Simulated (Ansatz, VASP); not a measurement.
# One calculation of PbSe, two programs

```
Pb Se
1.0
    -0.08633    3.08870    3.08870
     3.08870   -0.08633    3.08870
     3.00237    3.00237    0.00000
Pb Se
1 1
Direct
  0.00000 0.00000 0.00000
  0.50000 0.50000 0.50000
```

Change from the starting cell: shear_xy strain -5.6%.

Alike in both runs: task single point; functional r2SCAN; k mesh 8 × 8 × 8; occupations fermi-dirac, width 0.02 eV; no spin polarisation.

|  | VASP | Ansatz |
| --- | --- | --- |
| version | VASP 6.6.1 | Ansatz 0.2.0 |
| potentials or method | VASP PAW PBE potentials, release 64 (Pb_d, Se) | plane waves, PAW |
| plane-wave cutoff (eV) | 520 | 500 |
| valence electrons in the cell | 20 | 30 |

```csv
,VASP,Ansatz,Ansatz less VASP
pressure (GPa),0.0,0.0,0.00
"traceless stress, the component that is largest in VASP (GPa)",1.03,1.03,0.000
```

VASP's potentials were made for PBE, not for r2SCAN. With one functional, cell and mesh, what is left measures potentials, basis and numerics. VASP's potentials hold 20 valence electrons a cell and Ansatz's 30, so a difference there can come from the potentials and not from the codes.

Neither program's run includes spin-orbit coupling.
